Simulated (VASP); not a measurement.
**VH: single point with r2SCAN**

The system is VH.

```
V H
1.0
     0.00000    1.96375    1.96375
     1.96375    0.00000    1.96375
     1.96375    1.96375    0.00000
V H
1 1
Cartesian
  0.0000 0.0000 0.0000
  1.9638 1.9638 1.9638
```

```yaml
Program: VASP 6.6.1
Task: single point
Functional: r2SCAN
Potentials_or_basis: VASP PAW PBE potentials, release 64 (V_sv, H)
Cutoff: 520 eV
k_mesh: 13 × 13 × 13
Occupations: fermi-dirac, width 0.05 eV
Spin: collinear spin, ferromagnetic start
Starting_moments: "[0.95, 0.05] μB"
Fixed_moment: 1.3 μB
Dipole_correction: no
Further_INCAR_settings: ALGO = Normal; EDIFF = 1e-06; NBANDS = 18
```

```yaml
Pressure: 6.0 GPa
Net_moment: 1.30 μB per cell
Site_moments: V +1.15; H -0.01 μB
Valence_electrons_inside_the_program's_atomic_spheres: V 11.64; H 0.58
```

Run time: 84 s on 1 thread of Intel(R) Xeon(R) Platinum 8488C (Sapphire Rapids), with other jobs on the host, peak memory 0.18 GiB.

Caveat: the cell stands under pressure; the PAW data sets were made with another functional, which shifts forces and pressure a little; the total moment is fixed, so each spin has its own Fermi level and the state may be an excited one.
